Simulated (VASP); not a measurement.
# Hg2Pd (Pnnm) in VASP: relaxation of cell and atoms with PBE

Aim: the relaxation of cell and atoms of Hg2Pd with PBE.

Everything below comes from runs of VASP 6.6.1. Logs are shortened: lines on timing, memory, paths and dates and some standing lists are left out, and cuts for length are marked.

## 1. The cell of the first run

It takes space group Pnnm (No. 58, orthorhombic). Conventional cell: a = 5.804 Å, b = 5.981 Å, c = 3.907 Å, α = 90.00°, β = 90.00°, γ = 90.00°. Within 3.4 Å of Hg (site symmetry m) lie 3 Pd at 2.52 to 2.57 Å and 1 Hg at 3.35 Å. Within 3.3 Å of Pd (site symmetry 2/m) lie 6 Hg at 2.52 to 2.57 Å.

## 2. Relaxation of cell and atoms, PBE

File INCAR:

```
ALGO     = Fast           # electronic algorithm
EDIFF    = 1E-7           # SCF threshold, eV
EDIFFG   = -0.04          # ionic threshold
ENCUT    = 600            # plane-wave cutoff, eV
GGA      = PE             # functional
IBRION   = 2              # ionic algorithm
ISIF     = 3              # what is computed and relaxed
ISMEAR   = 0              # smearing method
LASPH    = T              # aspherical terms in the spheres
LCHARG   = F              # write CHGCAR
LREAL    = F              # projectors in reciprocal space
LWAVE    = F              # write WAVECAR
NELM     = 60             # most SCF steps
NSW      = 90             # ionic steps
PREC     = Accurate       # precision mode
SIGMA    = 0.1            # smearing width, eV
```

File KPOINTS:

```
k-points
0
Gamma
  4 4 4
```

File POSCAR:

```
Hg2Pd
1.0
    5.8042385776      0.0000000000      0.0000000000
    0.0000000000      5.9809702010      0.0000000000
    0.0000000000      0.0000000000      3.9066990426
Hg Pd
4 2
Direct
    0.2250000000      0.8250000000      0.5000000000
    0.7250000000      0.6750000000      0.0000000000
    0.7750000000      0.1750000000      0.5000000000
    0.2750000000      0.3250000000      0.0000000000
    0.5000000000      0.5000000000      0.5000000000
    0.0000000000      0.0000000000      0.0000000000
```

Potentials or basis: VASP PAW PBE potentials, release 64 (Hg, Pd).

Command:

```
$ cat potpaw_PBE.64/Hg/POTCAR potpaw_PBE.64/Pd/POTCAR > POTCAR
$ mpirun -np 1 vasp_std > vasp.out
```

OUTCAR:

```text
EDIFF = 1E-7
   EDIFFG = -0.04
   ENCUT = 600
   GGA = PE
   IBRION = 2
   ISIF = 3
   ISMEAR = 0
   LASPH = T
   LREAL = F
   NELM = 60
   NSW = 90
   PREC = Accurate

 ion  position               nearest neighbor table
   1  0.225  0.825  0.500-   5 2.52   6 2.57   6 2.57   3 3.35   4 3.58   4 3.58   4 3.58   4 3.58
                             2 3.61   2 3.61   2 3.61   2 3.61   3 3.82
   2  0.725  0.675  0.000-   6 2.52   5 2.57   5 2.57   4 3.35   3 3.58   3 3.58   3 3.58   3 3.58
                             1 3.61   1 3.61   1 3.61   1 3.61   4 3.82
   3  0.775  0.175  0.500-   5 2.52   6 2.57   6 2.57   1 3.35   2 3.58   2 3.58   2 3.58   2 3.58
                             4 3.61   4 3.61   4 3.61   4 3.61   1 3.82
   4  0.275  0.325  0.000-   6 2.52   5 2.57   5 2.57   2 3.35   1 3.58   1 3.58   1 3.58   1 3.58
                             3 3.61   3 3.61   3 3.61   3 3.61   2 3.82
   5  0.500  0.500  0.500-   1 2.52   3 2.52   2 2.57   4 2.57   2 2.57   4 2.57
   6  0.000  0.000  0.000-   2 2.52   4 2.52   3 2.57   1 2.57   1 2.57   3 2.57

  LATTYP: Found a simple orthorhombic cell.
 ALAT       =     3.9066990426
 B/A-ratio  =     1.4857142857
 C/A-ratio  =     1.5309523810

  Lattice vectors:

 A1 = (   0.0000000000,   0.0000000000,   3.9066990426)
 A2 = (   5.8042385776,   0.0000000000,   0.0000000000)
 A3 = (   0.0000000000,   5.9809702010,   0.0000000000)

Analysis of symmetry for initial positions (statically):
=====================================================================
 Subroutine PRICEL returns:
 Original cell was already a primitive cell.

 Routine SETGRP: Setting up the symmetry group for a
 simple orthorhombic supercell.

 Subroutine GETGRP returns: Found  8 space group operations
 (whereof  4 operations were pure point group operations)
 out of a pool of  8 trial point group operations.

The static configuration has the point symmetry C_2h.
 The point group associated with its full space group is D_2h.

Analysis of symmetry for dynamics (positions and initial velocities):
=====================================================================
 Subroutine PRICEL returns:
 Original cell was already a primitive cell.

 Routine SETGRP: Setting up the symmetry group for a
 simple orthorhombic supercell.

 Subroutine GETGRP returns: Found  8 space group operations
 (whereof  4 operations were pure point group operations)
 out of a pool of  8 trial point group operations.

The dynamic configuration has the point symmetry C_2h.
 The point group associated with its full space group is D_2h.

 Subroutine INISYM returns: Found  8 space group operations
 (whereof  4 operations are pure point group operations),
 and found     1 'primitive' translations

----------------------------------------------------------------------------------------

                                     Primitive cell

  volume of cell :     135.6210

  direct lattice vectors                    reciprocal lattice vectors
     5.804238578  0.000000000  0.000000000     0.172287887  0.000000000  0.000000000
[... 103 lines left out ...]
   TEBEG  =    0.0;   TEEND  =   0.0 temperature during run
   PSTRESS=    0.0 pullay stress
   NELECT =      68.0000    total number of electrons
   NUPDOWN=      -1.0000    fix difference up-down
   EMIN   =  10.00;   EMAX   =-10.00  energy-range for DOS
   EFERMI =   0.00;   METHOD = LEGACY
   ISMEAR =     0;   SIGMA  =   0.10  broadening in eV -4-tet -1-fermi 0-gaus
   EFERMI_NEDOS =   21; number of points for ismear=-14 and -15
   IALGO  =     68    algorithm
   IMIX   =      4    mixing-type and parameters
     AMIX     =   0.40;   BMIX     =  1.00
     AMIX_MAG =   1.60;   BMIX_MAG =  1.00
  volume/ion in A,a.u.               =      22.60       152.54
  Fermi-wavevector in a.u.,A,eV,Ry     =   1.300575  2.457731 23.014204  1.691496
  Thomas-Fermi vector in A             =   2.431765
   LORBIT       =      0    0 simple, 1 ext, 2 COOP (PROOUT), +10 PAW based schemes
   GGA     = PE    functional components
   LHFCALC =     F    Hartree Fock is set to
   AEXX    =    0.0000 exact exchange contribution
   IVDW    =     0    specifies the selected vdW correction
   LEPSILON=     F    determine dielectric tensor
   LRPA    =     F    only Hartree local field effects (RPA)
 conjugate gradient relaxation of ions
 non-spin polarized calculation
 RMM-DIIS sequential band-by-band and
 Gauss-broadening in eV      SIGMA  =   0.10
  energy-cutoff  :      600.00
  volume of cell :      135.62
 maximum number of plane-waves:      4552
 NGX is ok and might be reduce to    48
   NGX = 23   NGY = 23   NGZ = 15

--------------------------------------- Ionic step        1  -------------------------------------------

 number of electron      67.9999995 magnetization

 Free energy of the ion-electron system (eV)
  ---------------------------------------------------
  ext. energy  EPLUGINS =         0.00000000
  ---------------------------------------------------
  free energy    TOTEN  =        -9.38173764 eV

  energy without entropy =       -9.36377265  energy(sigma->0) =       -9.37275514

 E-fermi :   3.6850     XC(G=0): -10.6870

 val. band max:        3.6426625265   @ k =   0.2500   0.2500   0.2500
 cond. band min:       3.6983649029   @ k =   0.5000   0.0000   0.2500
 fundamental gap:      0.0557023765
 Fermi energy:         3.6849918612

 k-point     1 :       0.0000    0.0000    0.0000
  band No.  band energies     occupation
      1      -4.8856      2.00000
      2      -4.2629      2.00000
      3      -3.8954      2.00000
      4      -3.8481      2.00000
      5      -3.7176      2.00000
      6      -3.6553      2.00000
[... 1136 lines left out ...]
  FREE ENERGIE OF THE ION-ELECTRON SYSTEM (eV)
  ---------------------------------------------------
  free  energy   TOTEN  =       -10.6987411589 eV

  energy  without entropy=      -10.6853057769  energy(sigma->0) =      -10.69202347

[... ionic steps 4 to 29 ...]

--------------------------------------- Ionic step       30  -------------------------------------------

 number of electron      67.9999993 magnetization

------------------------ aborting loop because EDIFF is reached ----------------------------------------
[... 75 lines left out ...]
--------------------------------------- Ionic step       32  -------------------------------------------

 number of electron      67.9999984 magnetization

 Free energy of the ion-electron system (eV)
  ---------------------------------------------------
  ext. energy  EPLUGINS =         0.00000000
  ---------------------------------------------------
  free energy    TOTEN  =       -11.03636987 eV

  energy without entropy =      -11.01501818  energy(sigma->0) =      -11.02569402

 E-fermi :   2.4018     XC(G=0):  -9.7770

 val. band max:        2.3904162383   @ k =   0.5000   0.2500   0.5000
 cond. band min:       2.4075633067   @ k =   0.2500   0.0000   0.0000
 fundamental gap:      0.0171470685
 Fermi energy:         2.4018098655

 k-point     1 :       0.0000    0.0000    0.0000
  band No.  band energies     occupation
      1      -5.2116      2.00000
      2      -4.8890      2.00000
      3      -4.7158      2.00000
      4      -4.7069      2.00000
      5      -4.7053      2.00000
      6      -4.5097      2.00000
[... 1056 lines left out ...]
  FREE ENERGIE OF THE ION-ELECTRON SYSTEM (eV)
  ---------------------------------------------------
  free  energy   TOTEN  =       -11.0363698742 eV

  energy  without entropy=      -11.0150181752  energy(sigma->0) =      -11.02569402

 reached required accuracy - stopping structural energy minimisation
```

OSZICAR:

```text
N       E                     dE             d eps       ncg     rms          rms(c)
DAV:   1     0.603555300947E+03    0.60356E+03   -0.37338E+04  2160   0.183E+03
[... 400 lines left out ...]
RMM:   3    -0.110369139723E+02    0.12915E-02   -0.35737E-03  2160   0.292E-01    0.171E-01
RMM:   4    -0.110364710307E+02    0.44294E-03   -0.65912E-04  2160   0.125E-01    0.947E-02
RMM:   5    -0.110363640081E+02    0.10702E-03   -0.26847E-04  2160   0.755E-02    0.213E-02
RMM:   6    -0.110363689268E+02   -0.49187E-05   -0.46068E-05  2178   0.270E-02    0.115E-02
RMM:   7    -0.110363699068E+02   -0.97996E-06   -0.82705E-06  2162   0.159E-02    0.406E-03
RMM:   8    -0.110363698407E+02    0.66041E-07   -0.26952E-06  2162   0.656E-03    0.230E-03
RMM:   9    -0.110363698742E+02   -0.33486E-07   -0.33458E-07  1375   0.197E-03
  32 F= -.11036370E+02 E0= -.11025694E+02  d E =-.662484E-03
```

Run time: 46 min. Hardware: 1 thread of AMD EPYC 9R45 (Zen 5), shared host; peak memory 0.34 GiB.

What came out:

- Free energy: -11.0364 eV
- Relaxed volume: 26.70 Å³/atom
- Relaxed cell: a = 7.179 Å, b = 6.852 Å, c = 3.257 Å, α = 90.00°, β = 90.00°, γ = 90.00°
- Space group after relaxing (to 0.1 Å): Pnnm (No. 58)
- Energy gained by relaxing: 275.8 meV/atom
- Ionic steps: 32
- Pressure after relaxing: 0.0 GPa
- Largest force after relaxing: 0.026 eV/Å
- Band gap on the k mesh: zero (bands 34 and 35 overlap by 0.80 eV)

Forces on the atoms (eV/Å):
```
Hg   0.003 -0.026  0.000
Hg   0.003  0.026  0.000
Hg  -0.003  0.026  0.000
Hg  -0.003 -0.026  0.000
Pd   0.000  0.000  0.000
Pd   0.000  0.000  0.000
```

Stress tensor (GPa, compression positive):
```
-0.02  0.00  0.00
 0.00  0.07  0.00
 0.00  0.00 -0.17
```

The path:
```tsv
step	energy change (eV)	largest force (eV/Å)	pressure (GPa)	volume (Å³)
1	0.0000	0.2695	16.91	135.62
2	-1.0440	0.1367	-3.60	188.04
3	-1.3170	0.0514	0.13	166.61
4	-1.3172	0.0551	-0.04	167.27
5	-1.3261	0.0727	-0.04	167.40
6	-1.3448	0.2134	-0.01	167.71
7	-1.3327	0.5098	0.25	168.02
8	-1.3494	0.3163	0.04	167.87
9	-1.3558	0.3175	0.00	168.01
10	-1.3735	0.3221	-0.11	168.40
11	-1.4042	0.3342	-0.31	169.04
12	-1.4472	0.3175	-0.85	169.75
13	-1.4779	0.2504	-0.54	167.56
14	-1.5252	0.0342	0.62	160.98
15	-1.5279	0.1223	1.04	159.02
16	-1.5392	0.1737	1.11	158.39
17	-1.5578	0.3470	1.38	156.39
18	-1.5890	0.3107	0.85	157.28
19	-1.6250	0.2405	-0.45	159.53
20	-1.6251	0.2373	-0.51	159.65
21	-1.6335	0.1887	-0.31	158.90
22	-1.6430	0.0773	0.18	157.25
23	-1.6434	0.0512	0.28	156.87
24	-1.6447	0.0348	0.11	157.42
25	-1.6453	0.0229	-0.11	158.18
26	-1.6462	0.0241	-0.08	158.22
27	-1.6482	0.0445	0.00	158.33
28	-1.6497	0.0998	0.15	158.54
29	-1.6507	0.0931	0.11	158.75
30	-1.6527	0.0728	-0.01	159.37
31	-1.6540	0.0348	-0.17	160.58
32	-1.6546	0.0262	-0.04	160.23
```

Final structure:
```cif
data_structure
_symmetry_space_group_name_H-M 'P 1'
_symmetry_Int_Tables_number 1
_cell_length_a 7.1788
_cell_length_b 6.8522
_cell_length_c 3.2573
_cell_angle_alpha 90.000
_cell_angle_beta 90.000
_cell_angle_gamma 90.000
_cell_volume 160.23
loop_
_atom_site_label
_atom_site_type_symbol
_atom_site_fract_x
_atom_site_fract_y
_atom_site_fract_z
_atom_site_occupancy
Hg1 Hg 0.23242 0.77875 0.50000 1
Hg2 Hg 0.73242 0.72125 0.00000 1
Hg3 Hg 0.76758 0.22125 0.50000 1
Hg4 Hg 0.26758 0.27875 0.00000 1
Pd1 Pd 0.50000 0.50000 0.50000 1
Pd2 Pd 0.00000 0.00000 0.00000 1
```

Caveat: the k points lie up to 0.48 Å⁻¹ apart in the final cell, too coarse for converged energies and pressures of a metal; the volume moved by over 15 % at a fixed basis, so the end points are rough; spin-orbit coupling is left out, which moves the levels of the heavy elements.
